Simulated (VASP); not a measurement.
A run of VASP 6.6.1 is set up as follows.

INCAR

```
SYSTEM = Li
PREC = Accurate ; ENCUT = 600
EDIFF = 1E-6 ; ISMEAR = 0
SIGMA = 0.1 ; LREAL = .False.
LASPH = .True. ; NELM = 80
ALGO = Normal ; ISIF = 3
LWAVE = .False. ; LCHARG = .False.
GGA = CA ; IBRION = 2
NSW = 80 ; EDIFFG = -0.02
```

KPOINTS

```
regular mesh
0
Gamma
  9 9 9
  0 0 0
```

File POSCAR:

```
Li
1.0
   -1.7546500000      1.7546500000      1.7546500000
    1.7546500000     -1.7546500000      1.7546500000
    1.7546500000      1.7546500000     -1.7546500000
Li
1
Direct
    0.0000000000      0.0000000000      0.0000000000
```

Potentials or basis: VASP PAW LDA potentials, release 64 (Li_sv).

Run with:

```bash
$ cat potpaw_LDA.64/Li_sv/POTCAR > POTCAR
$ mpirun -np 1 vasp_std > vasp.out
```

Task: What does it give for the space group after relaxing (to 0.05 Å)?

Result: Im-3m (No. 229).

Task: Predict the relaxed volume.

Result: 18.71 Å³/atom.

Task: Estimate the relaxed cell.

Result: a = 2.897 Å, b = 2.897 Å, c = 2.897 Å, α = 109.47°, β = 109.47°, γ = 109.47°.

Step by step:
| step | energy change (eV) | largest force (eV/Å) | pressure (GPa) | volume (Å³) |
| --- | --- | --- | --- | --- |
| 1 | 0.0000 | 0.0000 | -1.67 | 21.61 |
| 2 | -0.0067 | 0.0000 | -1.38 | 20.91 |
| 3 | -0.0161 | 0.0000 | -0.38 | 19.25 |
| 4 | -0.0167 | 0.0000 | 0.04 | 18.71 |

Caveat: the cutoff is under 1.25 times the usual one of these potentials, so pressure, stress and relaxed cells hold a basis-set (Pulay) error; the volume moved by -13 % from the deposited cell, more than functionals usually miss. LDA usually gives volumes a few per cent too small.
